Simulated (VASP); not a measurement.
The system is TaBi2O5.

```xyz
8
Lattice="-1.9250 1.9250 8.0000 1.9250 -1.9250 8.0000 1.9250 1.9250 -8.0000" Properties=species:S:1:pos:R:3 pbc="T T T"
Ta    0.0000    0.0000    0.2400
Bi    0.0000    0.0000    5.2800
Bi    0.0000    0.0000   10.7200
O     0.0000    0.0000    2.0800
O     1.9250    0.0000    0.0000
O     0.0000    1.9250    0.0000
O     1.9250    0.0000    4.0000
O     0.0000    1.9250    4.0000
```

- Program: VASP 6.6.1
- Task: relaxation of cell and atoms
- Functional: PBE
- Potentials or basis: VASP PAW PBE potentials, release 64 (Ta_pv, Bi_d, O)
- Cutoff: 600 eV
- k mesh: 4 × 4 × 4
- Occupations: gaussian, width 0.15 eV
- Spin: no spin polarisation

At the start: pressure 7.6 GPa; volume 14.82 Å³/atom.

Question: Where does the relaxation end?

Answer: Over 31 steps the energy falls by 69.1 meV/atom and the volume is 15.96 Å³/atom (+7.7 %); space group I4mm (No. 107, to 0.1 Å) before and after.

Step by step:
| step | energy change (eV) | largest force (eV/Å) | pressure (GPa) | volume (Å³) |
| --- | --- | --- | --- | --- |
| 1 | 0.0000 | 0.7259 | 7.62 | 118.58 |
| 2 | -0.0494 | 1.6724 | -6.97 | 131.09 |
| 3 | -0.1705 | 1.0669 | -1.01 | 125.14 |
| 4 | -0.2421 | 1.5203 | 0.13 | 126.57 |
| 5 | -0.2427 | 1.3409 | 0.02 | 126.47 |
| 6 | -0.3027 | 0.9887 | -0.02 | 127.12 |
| 7 | -0.3934 | 0.8315 | 0.19 | 129.01 |
| 8 | -0.3946 | 0.8993 | 0.27 | 129.28 |
| 9 | -0.4357 | 0.6960 | -0.18 | 129.99 |
| 10 | -0.4866 | 0.4867 | -1.17 | 131.64 |
| 11 | -0.4891 | 0.4918 | -1.40 | 132.01 |
| 12 | -0.4894 | 0.8882 | 1.12 | 130.34 |
| 13 | -0.4972 | 0.3167 | -0.15 | 131.15 |
| 14 | -0.5015 | 0.2076 | 0.22 | 130.59 |
| 15 | -0.5025 | 0.1867 | 0.55 | 130.10 |
| 16 | -0.5054 | 0.1475 | 0.44 | 130.06 |
| 17 | -0.5119 | 0.1428 | 0.11 | 129.91 |
| 18 | -0.5145 | 0.3490 | -0.48 | 129.62 |
| 19 | -0.5152 | 0.2454 | -0.28 | 129.71 |
| 20 | -0.5204 | 0.2289 | 0.10 | 129.33 |
| 21 | -0.5213 | 0.4773 | 0.37 | 129.07 |
| 22 | -0.5246 | 0.4463 | 0.36 | 128.98 |
| 23 | -0.5330 | 0.3520 | 0.36 | 128.69 |
| 24 | -0.5435 | 0.1997 | 0.37 | 128.11 |
| 25 | -0.5365 | 0.6035 | 0.56 | 126.92 |
| 26 | -0.5453 | 0.2978 | 0.41 | 127.72 |
| 27 | -0.5490 | 0.1644 | -0.10 | 127.96 |
| 28 | -0.5499 | 0.2673 | -0.52 | 128.17 |
| 29 | -0.5522 | 0.1345 | -0.17 | 127.90 |
| 30 | -0.5522 | 0.1352 | -0.17 | 127.90 |
| 31 | -0.5527 | 0.0304 | 0.05 | 127.69 |

Final structure:
```
Ta Bi O
1.0
    -1.93164    1.93164    8.55525
     1.93164   -1.93164    8.55525
     1.93164    1.93164   -8.55525
Ta Bi O
1 2 5
Direct
  0.00911 0.00911 0.00000
  0.34250 0.34250 0.00000
  0.68970 0.68970 0.00000
  0.11595 0.11595 0.00000
  0.98261 0.48261 0.50000
  0.48261 0.98261 0.50000
  0.26126 0.76126 0.50000
  0.76126 0.26126 0.50000
```

Caveat: the k points lie up to 0.42 Å⁻¹ apart in the final cell, too coarse for converged energies and pressures of a metal; an odd number of electrons without spin polarisation forces a metal; a magnetic or distorted state may lie lower.
